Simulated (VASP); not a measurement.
Here is a VASP 6.6.1 calculation.

The input INCAR:

```
PREC     = Accurate       # precision mode
ENCUT    = 520            # plane-wave cutoff, eV
EDIFF    = 1E-6           # SCF threshold, eV
ISMEAR   = -1             # smearing method
SIGMA    = 0.1            # smearing width, eV
LREAL    = False          # projectors in reciprocal space
LASPH    = True           # aspherical terms in the spheres
NELM     = 80             # most SCF steps
ALGO     = Normal         # electronic algorithm
ISIF     = 2              # what is computed and relaxed
LWAVE    = False          # write WAVECAR
LCHARG   = False          # write CHGCAR
GGA      = PS             # functional
NBANDS   = 12             # bands
```

Contents of KPOINTS:

```
regular mesh
0
Gamma
  9 9 9
```

File POSCAR:

```
Sb
1.0
    0.0000000000      3.3455988079      3.3455988079
    3.3455988079      0.0000000000      3.3455988079
    3.3455988079      3.3455988079      0.0000000000
Sb
2
Direct
    0.1250000000      0.1250000000      0.1250000000
    0.8750000000      0.8750000000      0.8750000000
```

Potentials or basis: VASP PAW PBE potentials, release 64 (Sb).

Run with:

```console
$ cat potpaw_PBE.64/Sb/POTCAR > POTCAR
$ mpirun -np 1 vasp_std > vasp.out
```

**Question.** What does it give for the pressure?

**Answer.** 3.5 GPa.

**Question.** Estimate the band gap on the k mesh.

**Answer.** Zero (band 5 reaches 5.59 eV, above the bottom of band 6 at 4.45 eV).

Caveat: the PAW data sets were made with another functional, which shifts forces and pressure a little; spin-orbit coupling is left out, which moves the levels of the heavy elements.
